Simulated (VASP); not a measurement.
A run of VASP 6.6.1 is set up as follows.

INCAR

```
SYSTEM = Si2B2C
PREC     = Accurate       ! precision mode
ENCUT    = 520            ! plane-wave cutoff, eV
EDIFF    = 1E-6           ! SCF threshold, eV
ISMEAR   = 0              ! smearing method
SIGMA    = 0.1            ! smearing width, eV
LREAL    = .FALSE.        ! projectors in reciprocal space
LASPH    = .TRUE.         ! aspherical terms in the spheres
NELM     = 80             ! most SCF steps
ALGO     = Normal         ! electronic algorithm
ISIF     = 2              ! what is computed and relaxed
LWAVE    = .FALSE.        ! write WAVECAR
LCHARG   = .FALSE.        ! write CHGCAR
GGA      = PE             ! functional
NBANDS   = 17             ! bands
```

KPOINTS

```
regular mesh
0
G
  6 6 4
  0 0 0
```

POSCAR

```
Si2B2C
1.0
    4.3816468064      0.0000000000      0.0000000000
    0.0000000000      4.3816468064      0.0000000000
    0.0000000000      0.0000000000      2.8336336791
Si B C
2 2 1
Direct
    0.0000000000      0.5000000000      0.5000000000
    0.5000000000      0.0000000000      0.5000000000
    0.0000000000      0.0000000000      0.5000000000
    0.5000000000      0.5000000000      0.0000000000
    0.0000000000      0.0000000000      0.0000000000
```

Potentials or basis: VASP PAW PBE potentials, release 64 (Si, B, C).

Launch:

```bash
$ cat potpaw_PBE.64/Si/POTCAR potpaw_PBE.64/B/POTCAR potpaw_PBE.64/C/POTCAR > POTCAR
$ mpirun -np 1 vasp_std > vasp.out
```

Predict the pressure.

0.1 GPa.

Estimate the band gap on the k mesh.

zero (band 9 reaches 10.54 eV, above the bottom of band 10 at 5.98 eV).

Caveat: the k points lie up to 0.55 Å⁻¹ apart.
